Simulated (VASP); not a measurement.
# BN: single point with PBE+D3(BJ)

Slab: BN, a slab with vacuum.

```
B N
1.0
     2.60900    0.00000    0.00000
    -1.30450    2.25946    0.00000
     0.00000    0.00000   26.00000
B N
1 1
Direct
  0.00000 0.00000 0.51923
  0.66667 0.33333 0.48077
```

- Program: VASP 6.6.1
- Task: single point
- Functional: PBE
- Dispersion: D3(BJ)
- Potentials or basis: VASP PAW PBE potentials, release 64 (B, N)
- Cutoff: 520 eV
- k mesh: 12 × 12 × 1
- Occupations: gaussian, width 0.02 eV
- Spin: no spin polarisation

| Quantity | Value |
| --- | --- |
| Largest force | 8.142 eV/Å |
| Band gap on the k mesh | zero (band 4 reaches -3.79 eV, above the bottom of band 5 at -4.75 eV) |
| Dispersion energy per atom | -0.076 eV |

Forces in eV/Å, atoms in the order of the input:
```
B    0.000  0.000 -8.142
N    0.000  0.000  8.142
```

Levels at points of the mesh, in eV from the Fermi level:
```
           k point  band 2  band 3  band 4  band 5  band 6  band 7
(0.00, 0.00, 0.00)   -6.42   -0.71    0.95    0.95    4.16    4.97
(0.50, 0.00, 0.00)   -7.03   -2.66   -1.11    0.19    4.40    8.43
```

Run time: 88 s on 1 thread of Intel(R) Xeon(R) Platinum 8259CL CPU @ 2.50GHz (Skylake/Cascade Lake) (shared host), peak memory 0.27 GiB.
